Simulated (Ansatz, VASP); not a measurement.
# CrB2: VASP beside Ansatz

```
Cr B
1.0
     2.94611    0.00000    0.00000
    -1.47306    2.55141    0.00000
     0.00000    0.00000    2.86304
Cr B
1 2
Direct
  0.00000 0.00000 0.00000
  0.33333 0.66667 0.50000
  0.66667 0.33333 0.50000
```

Alike in both runs: task electric field gradients; functional LDA; k mesh 18 × 18 × 14; occupations fermi-dirac, width 0.15 eV; no spin polarisation.

|  | VASP | Ansatz |
| --- | --- | --- |
| version | VASP 6.6.1 | Ansatz 0.2.0 |
| potentials or method | VASP PAW LDA potentials, release 64 (Cr_pv, B), cutoff 520 eV | scalar-relativistic, plane waves, PAW |
| valence electrons in the cell | 18 | 20 |

VASP gave:

* gap on the k mesh at the Fermi level (eV): none
* pressure (GPa): 0.5
* traceless stress, the component that is largest in VASP (GPa): -0.16
* size of Vzz on the site where it differs most (V/Å²): 14.9

Task: Which values does Ansatz return?

Result: gap on the k mesh at the Fermi level (eV): none; pressure (GPa): 0.0; traceless stress, the component that is largest in VASP (GPa): 0.00; size of Vzz on the site where it differs most (V/Å²): 17.7.

LDA's correlation is that of Perdew and Zunger in VASP and of Perdew and Wang (1992) in Ansatz. A gap of «none» marks a metal or a gap that the smearing closes. VASP's potentials hold 18 valence electrons a cell and Ansatz's 20, so a difference there can come from the potentials and not from the codes.
